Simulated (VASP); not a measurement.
A run of VASP 6.6.1 is set up as follows.

File INCAR:

```
PREC = Accurate
ENCUT = 520
EDIFF = 1E-6
ISMEAR = -1
SIGMA = 0.05
LREAL = Auto
LASPH = True
NELM = 60
ALGO = Normal
ISIF = 2
LWAVE = False
LCHARG = False
GGA = PE
NBANDS = 70
```

File KPOINTS:

```
Automatic mesh
0
Gamma
  2 2 2
  0.5 0.5 0.5
```

Contents of POSCAR:

```
Na
1.0
   -7.5531643200      0.0000000000      5.2745533600
    7.5531643200      0.0000000000      5.2745533600
    0.0000000000      7.5531643200     -5.2745533600
Na
16
Direct
   -0.0038047641      0.0192642428      0.0340993508
    0.7244387779      0.0107365768      0.2372486449
    0.5082188382      0.0092367110      0.4849121302
    0.2321516598     -0.0306718293      0.7431869296
    0.7155212451      0.2580405319     -0.0225437966
    0.5073417488      0.2707516358      0.2628662526
    0.2708124422      0.2630772735      0.5339113290
    0.0204148592      0.2811904649      0.7895347893
    0.5095774812      0.5573553376      0.0508792056
    0.2727248403      0.5256590966      0.3048117190
    0.0570446277      0.5230742082      0.5195719084
    0.2437344598      0.7927164261      0.0245305136
   -0.0109015513      0.7436486953      0.2334677130
    0.7182689386      0.4917313012      0.7539743290
    0.7849153273      0.7561694943      0.4951147415
    0.5233830579      0.7771318073      0.7566420851
```

Potentials or basis: VASP PAW PBE potentials, release 64 (Na_pv).

Run with:

```console
$ cat potpaw_PBE.64/Na_pv/POTCAR > POTCAR
$ mpirun -np 1 vasp_std > vasp.out
```

Q: Estimate the largest force.

A: 0.344 eV/Å.

Q: Predict the band gap on the k mesh.

A: Zero (bands 56 and 57 overlap by 0.57 eV).

Q: What does it give for the pressure?

A: 0.2 GPa.

Forces on the atoms (eV/Å):
```
Na   0.023 -0.048  0.127
Na  -0.059  0.139  0.134
Na  -0.038  0.115 -0.073
Na   0.103  0.099  0.204
Na  -0.065  0.118 -0.003
Na   0.055 -0.019  0.024
Na   0.018 -0.050 -0.135
Na   0.006 -0.052 -0.049
Na  -0.038 -0.205 -0.065
Na  -0.051 -0.242  0.095
Na   0.126 -0.022 -0.320
Na  -0.121 -0.140 -0.059
Na  -0.017  0.089 -0.012
Na  -0.048 -0.002  0.237
Na   0.135  0.145 -0.082
Na  -0.029  0.074 -0.023
```

Caveat: the k points lie up to 0.42 Å⁻¹ apart, too coarse for converged energies and pressures of a metal; the atoms stand as in a frame of molecular dynamics.
